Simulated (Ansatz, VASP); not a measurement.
# Two plane-wave programs on Re

File INCAR:

```
SYSTEM = Re
PREC     = Accurate       ! precision mode
ENCUT    = 520            ! plane-wave cutoff, eV
EDIFF    = 1E-7           ! SCF threshold, eV
ISMEAR   = -1             ! smearing method
SIGMA    = 0.1            ! smearing width, eV
LREAL    = .False.        ! projectors in reciprocal space
LASPH    = .True.         ! aspherical terms in the spheres
NELM     = 60             ! most SCF steps
ALGO     = Normal         ! electronic algorithm
ISIF     = 2              ! what is computed and relaxed
LWAVE    = .False.        ! write WAVECAR
LCHARG   = .False.        ! write CHGCAR
GGA      = CA             ! functional
NBANDS   = 14             ! bands
```

File KPOINTS:

```
regular mesh
0
Gamma
  22 22 12
  0 0 0
```

Contents of POSCAR:

```
Re
1.0
    2.8103673565      0.0000000000      0.0000000000
   -1.4051836783      2.4338495247      0.0000000000
    0.0000000000      0.0000000000      4.5265116829
Re
2
Direct
    0.3333333333      0.6666666667      0.2500000000
    0.6666666667      0.3333333333      0.7500000000
```

Input for Ansatz:

```yaml
crystal:
  lattice:
    - [2.8103673565, 0.0, 0.0]
    - [-1.4051836783, 2.4338495247, 0.0]
    - [0.0, 0.0, 4.5265116829]
  atoms:
    - { symbol: Re, position: [0.3333333333, 0.6666666667, 0.25] }
    - { symbol: Re, position: [0.6666666667, 0.3333333333, 0.75] }
hamiltonian:
  xc: lda
  pseudopotentials:
    kind: paw
    azcp:
      Re: "pseudopotentials/Re.paw.azcp"
basis:
  ecutwfc: 420
  fft_grid_basis: typed
kpoints:
  mp_grid: { grid: [22, 22, 12], shift: [0, 0, 0] }
magnetization:
  spin_polarized: false
scf:
  occupations: { method: fermi_dirac, width: 0.1 }
output:
  stress: true
```

Alike in both runs: task single point; functional LDA; k mesh 22 × 22 × 12; occupations fermi-dirac, width 0.1 eV; no spin polarisation.

```csv
,VASP,Ansatz
version,VASP 6.6.1,Ansatz 0.2.0
potentials or method,"VASP PAW LDA potentials, release 64 (Re), cutoff 520 eV","plane waves (420 eV) with PAW, scalar-relativistic"
valence electrons in the cell,14,30
```

Ansatz gave:

- pressure (GPa): -26.2
- traceless stress, the component that is largest in VASP (GPa): -0.11

Question: Which values does VASP return?

Answer: Pressure (GPa): -25.5; traceless stress, the component that is largest in VASP (GPa): -0.24.

Ansatz warns that its potentials were made for another functional, while VASP's fit it. LDA's correlation is that of Perdew and Zunger in VASP and of Perdew and Wang (1992) in Ansatz. VASP's potentials hold 14 valence electrons a cell and Ansatz's 30, so a difference there can come from the potentials and not from the codes.

Neither program's run includes spin-orbit coupling.
